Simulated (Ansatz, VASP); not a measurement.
# Two plane-wave programs on Be2ZnSe3

```xyz
6
Lattice="-1.8872 1.8872 8.1287 1.8872 -1.8872 8.1287 1.8872 1.8872 -8.1287" Properties=species:S:1:pos:R:3 pbc="T T T"
Be    0.0000    0.0000    5.3324
Be    0.0000    0.0000   10.9250
Zn    0.0000    0.0000    0.0000
Se    1.8872    0.0000    6.5769
Se    0.0000    1.8872    4.0644
Se    1.8872    0.0000    1.5518
```

Alike in both runs: functional PBE; k mesh 8 × 8 × 8; occupations gaussian, width 0.02 eV; no spin polarisation.

Ansatz relaxed the structure, and its values are those at the end. VASP's run is a single point on that final structure, the one shown.

```csv
,VASP,Ansatz
version,VASP 6.6.1,Ansatz 0.2.0
potentials or method,"VASP PAW PBE potentials, release 64 (Be, Zn, Se), cutoff 520 eV","scalar-relativistic, plane waves, PAW"
valence electrons in the cell,34,64
```

```tsv
	VASP	Ansatz	Ansatz less VASP
gap on the k mesh at the Fermi level (eV)	2.64	2.65	+0.008
least direct gap on the mesh (eV)	2.67	2.67	+0.002
pressure (GPa)	0.2	0.0	-0.20
rms of the force components (eV/Å)	0.006	0.002	-0.0044
```

The functional is the same, so the differences come from potentials, cutoffs and numerics. VASP's potentials hold 34 valence electrons a cell and Ansatz's 64, so a difference there can come from the potentials and not from the codes.
